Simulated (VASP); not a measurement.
# CaO (P6_3/mmc) in VASP: notebook, part 2 of 2

VASP 6.6.1. The steps go on from the part before.

**4. Single point, PBE (16.25 Å³/atom)**

Contents of INCAR:

```
PREC = Accurate ; ENCUT = 520
EDIFF = 1E-7 ; ISMEAR = 0
SIGMA = 0.05 ; LREAL = F
LASPH = T ; NELM = 80
ALGO = Normal ; ISIF = 2
LWAVE = F ; LCHARG = F
GGA = PE ; NBANDS = 24
```

Contents of KPOINTS:

```
regular mesh
0
Gamma
  9 9 6
```

Contents of POSCAR:

```
CaO
1.0
    4.0223038880      0.0000000000      0.0000000000
   -2.0111519440      3.4834173488      0.0000000000
    0.0000000000      0.0000000000      4.6385208437
Ca O
2 2
Direct
    0.3333333333      0.6666666667      0.7500000000
    0.6666666667      0.3333333333      0.2500000000
    0.3333333333      0.6666666667      0.2500000000
    0.6666666667      0.3333333333      0.7500000000
```

Potentials or basis: VASP PAW PBE potentials, release 64 (Ca_sv, O).

Launch:

```sh
> cat potpaw_PBE.64/Ca_sv/POTCAR potpaw_PBE.64/O/POTCAR > POTCAR
> mpirun -np 1 vasp_std > vasp.out
```

OUTCAR:

```text
PREC = Accurate
   ENCUT = 520
   EDIFF = 1E-7
   ISMEAR = 0
   LREAL = F
   LASPH = T
   NELM = 80
   ISIF = 2
   GGA = PE

 ion  position               nearest neighbor table
   1  0.333  0.667  0.750-   3 2.32   3 2.32   4 2.32   4 2.32   4 2.32
   2  0.667  0.333  0.250-   4 2.32   4 2.32   3 2.32   3 2.32   3 2.32
   3  0.333  0.667  0.250-   1 2.32   1 2.32   2 2.32   2 2.32   2 2.32
   4  0.667  0.333  0.750-   2 2.32   2 2.32   1 2.32   1 2.32   1 2.32

  LATTYP: Found a hexagonal cell.
 ALAT       =     4.0223038880
 C/A-ratio  =     1.1532000000

  Lattice vectors:

 A1 = (   4.0223038880,   0.0000000000,   0.0000000000)
 A2 = (  -2.0111519440,   3.4834173488,   0.0000000000)
 A3 = (   0.0000000000,   0.0000000000,   4.6385208437)

Analysis of symmetry for initial positions (statically):
=====================================================================
 Subroutine PRICEL returns:
 Original cell was already a primitive cell.

 Routine SETGRP: Setting up the symmetry group for a
 hexagonal supercell.

 Subroutine GETGRP returns: Found 24 space group operations
 (whereof 12 operations were pure point group operations)
 out of a pool of 24 trial point group operations.

The static configuration has the point symmetry D_3d.
 The point group associated with its full space group is D_6h.

Analysis of symmetry for dynamics (positions and initial velocities):
=====================================================================
 Subroutine PRICEL returns:
 Original cell was already a primitive cell.

 Routine SETGRP: Setting up the symmetry group for a
 hexagonal supercell.

 Subroutine GETGRP returns: Found 24 space group operations
 (whereof 12 operations were pure point group operations)
 out of a pool of 24 trial point group operations.

The dynamic configuration has the point symmetry D_3d.
[... 121 lines left out ...]
   IALGO  =     38    algorithm
   IMIX   =      4    mixing-type and parameters
     AMIX     =   0.40;   BMIX     =  1.00
     AMIX_MAG =   1.60;   BMIX_MAG =  1.00
  volume/ion in A,a.u.               =      16.25       109.65
  Fermi-wavevector in a.u.,A,eV,Ry     =   1.292721  2.442889 22.737077  1.671128
  Thomas-Fermi vector in A             =   2.424411
   LORBIT       =      0    0 simple, 1 ext, 2 COOP (PROOUT), +10 PAW based schemes
   GGA     = PE    functional components
   LHFCALC =     F    Hartree Fock is set to
   AEXX    =    0.0000 exact exchange contribution
   IVDW    =     0    specifies the selected vdW correction
   LEPSILON=     F    determine dielectric tensor
   LRPA    =     F    only Hartree local field effects (RPA)
 non-spin polarized calculation
 Gauss-broadening in eV      SIGMA  =   0.05
  energy-cutoff  :      520.00
  volume of cell :       64.99
 maximum number of plane-waves:      1769
 NGX is ok and might be reduce to    30
   NGX = 15   NGY = 15   NGZ = 17

 number of electron      32.0000011 magnetization

 Free energy of the ion-electron system (eV)
  ---------------------------------------------------
  ext. energy  EPLUGINS =         0.00000000
  ---------------------------------------------------
  free energy    TOTEN  =       -25.29233807 eV

  energy without entropy =      -25.29233807  energy(sigma->0) =      -25.29233807

 E-fermi :   1.7171     XC(G=0):  -9.4526

 val. band max:        1.4973675392   @ k =   0.0000   0.0000   0.0000
 cond. band min:       4.5716093384   @ k =   0.0000   0.0000   0.0000
 fundamental gap:      3.0742417993
 Fermi energy:         1.7171254384

 k-point     1 :       0.0000    0.0000    0.0000
  band No.  band energies     occupation
      1     -36.1528      2.00000
      2     -36.0010      2.00000
      3     -17.5052      2.00000
      4     -17.2793      2.00000
      5     -17.2793      2.00000
      6     -17.0471      2.00000
[... 637 lines left out ...]
     23       9.8764      0.00000
     24      10.6893      0.00000

 [... further k-points ...]

------------------------ aborting loop because EDIFF is reached ----------------------------------------

  FORCE on cell =-STRESS in cart. coord.  units (eV):
  Direction    XX          YY          ZZ          XY          YZ          ZX
  --------------------------------------------------------------------------------------
  -------------------------------------------------------------------------------------
  Total        0.5614774      0.5614774      3.3143317      0.0000000      0.0000000      0.0000000
  in kB       13.8414927     13.8414927     81.7046272      0.0000000      0.0000000      0.0000000
  external PRESSURE =      36.4625375 kB  Pullay stress =       0.0000000 kB

 VOLUME and BASIS-vectors are now :
 -----------------------------------------------------------------------------
  energy-cutoff  :      520.00
  volume of cell :       64.99
      direct lattice vectors                 reciprocal lattice vectors
     4.022303888  0.000000000  0.000000000     0.248613737  0.143537208  0.000000000
    -2.011151944  3.483417349  0.000000000     0.000000000  0.287074416  0.000000000
     0.000000000  0.000000000  4.638520844     0.000000000  0.000000000  0.215585967

 POSITION                                       TOTAL-FORCE (eV/Angst)
 -----------------------------------------------------------------------------------
     -0.00000      2.32228      3.47889         0.000000      0.000000      0.000000
      2.01115      1.16114      1.15963        -0.000000     -0.000000      0.000000
     -0.00000      2.32228      1.15963         0.000000     -0.000000      0.000000
      2.01115      1.16114      3.47889        -0.000000      0.000000      0.000000
 -----------------------------------------------------------------------------------
    total drift:                                0.000000     -0.000000      0.000000

  FREE ENERGIE OF THE ION-ELECTRON SYSTEM (eV)
  ---------------------------------------------------
  free  energy   TOTEN  =       -25.2923380653 eV

  energy  without entropy=      -25.2923380653  energy(sigma->0) =      -25.29233807
```

OSZICAR:

```text
N       E                     dE             d eps       ncg     rms          rms(c)
DAV:   1     0.330985929456E+03    0.33099E+03   -0.16569E+04  2304   0.134E+03
DAV:   2    -0.275993699149E+01   -0.33375E+03   -0.31483E+03  2704   0.392E+02
DAV:   3    -0.291954920285E+02   -0.26436E+02   -0.26253E+02  3744   0.106E+02
DAV:   4    -0.301493318247E+02   -0.95384E+00   -0.95243E+00  3272   0.177E+01
DAV:   5    -0.301752614195E+02   -0.25930E-01   -0.25929E-01  3248   0.198E+00    0.132E+01
DAV:   6    -0.254390997516E+02    0.47362E+01   -0.21993E+01  3232   0.301E+01    0.539E+00
DAV:   7    -0.253498079060E+02    0.89292E-01   -0.25101E+00  3160   0.104E+01    0.280E+00
DAV:   8    -0.252960960447E+02    0.53712E-01   -0.33037E-01  3088   0.451E+00    0.843E-01
DAV:   9    -0.252883121091E+02    0.77839E-02   -0.79455E-02  2960   0.175E+00    0.223E-01
DAV:  10    -0.252924450226E+02   -0.41329E-02   -0.85904E-03  2640   0.620E-01    0.124E-01
DAV:  11    -0.252924789497E+02   -0.33927E-04   -0.49194E-03  3048   0.375E-01    0.963E-02
DAV:  12    -0.252923351762E+02    0.14377E-03   -0.90382E-04  2704   0.217E-01    0.896E-03
DAV:  13    -0.252923375407E+02   -0.23645E-05   -0.40357E-05  3256   0.482E-02    0.517E-03
DAV:  14    -0.252923383107E+02   -0.76995E-06   -0.34728E-06  3064   0.113E-02    0.223E-03
DAV:  15    -0.252923380497E+02    0.26096E-06   -0.61044E-07  2776   0.450E-03    0.873E-04
DAV:  16    -0.252923380653E+02   -0.15624E-07   -0.48807E-08  1808   0.162E-03
   1 F= -.25292338E+02 E0= -.25292338E+02  d E =-.236839E-12
```

Wall time 71 s (1 thread of Intel Xeon Platinum 8488C (Sapphire Rapids), shared host); peak memory 0.21 GiB.

Results:

* Free energy: -25.2923 eV
* Pressure: 3.6 GPa
* Band gap on the k mesh: 3.07 eV

Caveat: the cell stands under pressure; an odd mesh through Γ misses points on the zone boundary, where band edges can lie.

**5. Single point, PBE (16.25 Å³/atom)**

Contents of INCAR:

```
SYSTEM = CaO
PREC = Accurate
ENCUT = 520
EDIFF = 1E-6
ISMEAR = 0
SIGMA = 0.05
LREAL = .False.
LASPH = .True.
NELM = 60
ALGO = Normal
ISIF = 2
LWAVE = .False.
LCHARG = .True.
GGA = PE
LELF = .True.
LVHAR = .True.
NBANDS = 24
```

Contents of KPOINTS:

```
regular mesh
0
Gamma
  9 9 6
  0 0 0
```

Contents of POSCAR:

```
CaO
1.0
    3.8123617917      0.0000000000      0.0000000000
   -1.9061808959      3.3016021601      0.0000000000
    0.0000000000      0.0000000000      5.1634628107
Ca O
2 2
Direct
    0.3333333333      0.6666666667      0.7500000000
    0.6666666667      0.3333333333      0.2500000000
    0.3333333333      0.6666666667      0.2500000000
    0.6666666667      0.3333333333      0.7500000000
```

Potentials or basis: VASP PAW PBE potentials, release 64 (Ca_sv, O).

Launch:

```sh
> cat potpaw_PBE.64/Ca_sv/POTCAR potpaw_PBE.64/O/POTCAR > POTCAR
> mpirun -np 1 vasp_std > vasp.out
```

OUTCAR:

```text
SYSTEM = CaO
   PREC = Accurate
   ENCUT = 520
   EDIFF = 1E-6
   ISMEAR = 0
   LREAL = .False.
   LASPH = .True.
   NELM = 60
   ISIF = 2
   GGA = PE

 ion  position               nearest neighbor table
   1  0.333  0.667  0.750-   4 2.20   4 2.20   4 2.20
   2  0.667  0.333  0.250-   3 2.20   3 2.20   3 2.20
   3  0.333  0.667  0.250-   2 2.20   2 2.20   2 2.20
   4  0.667  0.333  0.750-   1 2.20   1 2.20   1 2.20

  LATTYP: Found a hexagonal cell.
 ALAT       =     3.8123617917
 C/A-ratio  =     1.3544000000

  Lattice vectors:

 A1 = (   3.8123617917,   0.0000000000,   0.0000000000)
 A2 = (  -1.9061808959,   3.3016021601,   0.0000000000)
 A3 = (   0.0000000000,   0.0000000000,   5.1634628107)

Analysis of symmetry for initial positions (statically):
=====================================================================
 Subroutine PRICEL returns:
 Original cell was already a primitive cell.

 Routine SETGRP: Setting up the symmetry group for a
 hexagonal supercell.

 Subroutine GETGRP returns: Found 24 space group operations
 (whereof 12 operations were pure point group operations)
 out of a pool of 24 trial point group operations.

The static configuration has the point symmetry D_3d.
 The point group associated with its full space group is D_6h.

Analysis of symmetry for dynamics (positions and initial velocities):
=====================================================================
 Subroutine PRICEL returns:
 Original cell was already a primitive cell.

 Routine SETGRP: Setting up the symmetry group for a
 hexagonal supercell.

 Subroutine GETGRP returns: Found 24 space group operations
 (whereof 12 operations were pure point group operations)
 out of a pool of 24 trial point group operations.

The dynamic configuration has the point symmetry D_3d.
[... 119 lines left out ...]
   ISMEAR =     0;   SIGMA  =   0.05  broadening in eV -4-tet -1-fermi 0-gaus
   EFERMI_NEDOS =   21; number of points for ismear=-14 and -15
   IALGO  =     38    algorithm
   IMIX   =      4    mixing-type and parameters
     AMIX     =   0.40;   BMIX     =  1.00
     AMIX_MAG =   1.60;   BMIX_MAG =  1.00
  volume/ion in A,a.u.               =      16.25       109.65
  Fermi-wavevector in a.u.,A,eV,Ry     =   1.292721  2.442889 22.737077  1.671128
  Thomas-Fermi vector in A             =   2.424411
   LORBIT       =      0    0 simple, 1 ext, 2 COOP (PROOUT), +10 PAW based schemes
   GGA     = PE    functional components
   LHFCALC =     F    Hartree Fock is set to
   AEXX    =    0.0000 exact exchange contribution
   IVDW    =     0    specifies the selected vdW correction
   LEPSILON=     F    determine dielectric tensor
   LRPA    =     F    only Hartree local field effects (RPA)
 non-spin polarized calculation
 Gauss-broadening in eV      SIGMA  =   0.05
  energy-cutoff  :      520.00
  volume of cell :       64.99
 maximum number of plane-waves:      1776
   NGX = 15   NGY = 15   NGZ = 19

 number of electron      32.0000005 magnetization

 Free energy of the ion-electron system (eV)
  ---------------------------------------------------
  ext. energy  EPLUGINS =         0.00000000
  ---------------------------------------------------
  free energy    TOTEN  =       -25.08394947 eV

  energy without entropy =      -25.08394947  energy(sigma->0) =      -25.08394947

 E-fermi :   1.5410     XC(G=0):  -9.4744

 val. band max:        1.2607441938   @ k =   0.0000   0.0000   0.0000
 cond. band min:       4.6441792313   @ k =   0.0000   0.0000   0.0000
 fundamental gap:      3.3834350375
 Fermi energy:         1.5409801986

 k-point     1 :       0.0000    0.0000    0.0000
  band No.  band energies     occupation
      1     -36.0899      2.00000
      2     -35.9864      2.00000
      3     -17.4844      2.00000
      4     -17.1311      2.00000
      5     -17.1311      2.00000
      6     -16.9965      2.00000
[... 637 lines left out ...]
     23       9.4494      0.00000
     24      10.3433      0.00000

 [... further k-points ...]

------------------------ aborting loop because EDIFF is reached ----------------------------------------

  FORCE on cell =-STRESS in cart. coord.  units (eV):
  Direction    XX          YY          ZZ          XY          YZ          ZX
  --------------------------------------------------------------------------------------
  -------------------------------------------------------------------------------------
  Total        4.0049807      4.0049807     -1.9434308     -0.0000000      0.0000000      0.0000000
  in kB       98.7304487     98.7304487    -47.9092929     -0.0000000      0.0000000      0.0000000
  external PRESSURE =      49.8505348 kB  Pullay stress =       0.0000000 kB

 VOLUME and BASIS-vectors are now :
 -----------------------------------------------------------------------------
  energy-cutoff  :      520.00
  volume of cell :       64.99
      direct lattice vectors                 reciprocal lattice vectors
     3.812361792  0.000000000  0.000000000     0.262304591  0.151441626  0.000000000
    -1.906180896  3.301602160  0.000000000     0.000000000  0.302883252  0.000000000
     0.000000000  0.000000000  5.163462811     0.000000000  0.000000000  0.193668481

 POSITION                                       TOTAL-FORCE (eV/Angst)
 -----------------------------------------------------------------------------------
     -0.00000      2.20107      3.87260        -0.000000     -0.000000      0.000000
      1.90618      1.10053      1.29087         0.000000      0.000000      0.000000
     -0.00000      2.20107      1.29087         0.000000     -0.000000      0.000000
      1.90618      1.10053      3.87260        -0.000000     -0.000000      0.000000
 -----------------------------------------------------------------------------------
    total drift:                               -0.000000      0.000000     -0.000000

  FREE ENERGIE OF THE ION-ELECTRON SYSTEM (eV)
  ---------------------------------------------------
  free  energy   TOTEN  =       -25.0839494662 eV

  energy  without entropy=      -25.0839494662  energy(sigma->0) =      -25.08394947
```

Wall time 54 s (1 thread of Intel Xeon Platinum 8488C (Sapphire Rapids), shared host); peak memory 0.21 GiB.

What came out:

```
Free energy            : -25.0839 eV
Pressure               : 5.0 GPa
Band gap on the k mesh : 3.38 eV
```

Caveat: the cell stands under pressure; an odd mesh through Γ misses points on the zone boundary, where band edges can lie.

**6. Single point, PBE (16.25 Å³/atom)**

Contents of INCAR:

```
PREC = Accurate
ENCUT = 520
EDIFF = 1E-7
ISMEAR = 0
SIGMA = 0.05
LREAL = F
LASPH = T
NELM = 100
ALGO = Normal
ISIF = 2
LWAVE = F
LCHARG = T
GGA = PE
LELF = T
LVHAR = T
NBANDS = 24
```

Contents of KPOINTS:

```
regular mesh
0
Gamma
  9 9 6
```

Contents of POSCAR:

```
CaO
1.0
    4.0765174252      0.0000000000      0.0000000000
   -2.0382587126      3.5303676492      0.0000000000
    0.0000000000      0.0000000000      4.5159660037
Ca O
2 2
Direct
    0.3333333333      0.6666666667      0.7500000000
    0.6666666667      0.3333333333      0.2500000000
    0.3333333333      0.6666666667      0.2500000000
    0.6666666667      0.3333333333      0.7500000000
```

Potentials or basis: VASP PAW PBE potentials, release 64 (Ca_sv, O).

Launch:

```sh
> cat potpaw_PBE.64/Ca_sv/POTCAR potpaw_PBE.64/O/POTCAR > POTCAR
> mpirun -np 1 vasp_std > vasp.out
```

Run time: 75 s. Hardware: 1 thread of Intel Xeon Platinum 8488C (Sapphire Rapids), shared host; peak memory 0.21 GiB.

The run converged. Its results:

```
Free energy            : -25.1780 eV
Pressure               : 5.1 GPa
Band gap on the k mesh : 2.88 eV
```

Stress tensor (GPa, compression positive):
```
 0.23  0.00  0.00
 0.00  0.23  0.00
 0.00  0.00 14.72
```

Levels at points of the mesh, in eV from the valence-band top:
```
           k point  band 13  band 14  band 15  band 16  band 17  band 18  band 19  band 20
(0.00, 0.00, 0.00)    -1.29    -1.29    -0.91     0.00     2.88     5.90     5.90     7.96
(0.00, 0.00, 0.50)    -1.53    -1.53    -1.53    -1.53     4.69     4.69     7.85     7.85
```

Caveat: the cell stands under pressure; an odd mesh through Γ misses points on the zone boundary, where band edges can lie.

**7. The runs side by side**

```csv
cell,gap on the mesh (eV),pressure (GPa)
"a = 4.131, b = 4.131, c = 4.397 Å, angles 90.0, 90.0, 120.0°, 4 atoms",2.64,7.3
"a = 3.916, b = 3.916, c = 4.894 Å, angles 90.0, 90.0, 120.0°, 4 atoms",3.32,3.0
"a = 4.022, b = 4.022, c = 4.639 Å, angles 90.0, 90.0, 120.0°, 4 atoms",3.07,3.6
"a = 3.812, b = 3.812, c = 5.163 Å, angles 90.0, 90.0, 120.0°, 4 atoms",3.38,5.0
"a = 4.077, b = 4.077, c = 4.516 Å, angles 90.0, 90.0, 120.0°, 4 atoms",2.88,5.1
```

Alike in all rows: task single point; level PBE; potentials or basis VASP PAW PBE potentials, release 64 (Ca_sv, O); no spin polarisation; k mesh 9 × 9 × 6; cutoff (eV) 520; smearing gaussian 0.05 eV.

Caveats: the cell stands under pressure; an odd mesh through Γ misses points on the zone boundary, where band edges can lie.

Absolute energies hang on the potentials; compare differences alone.
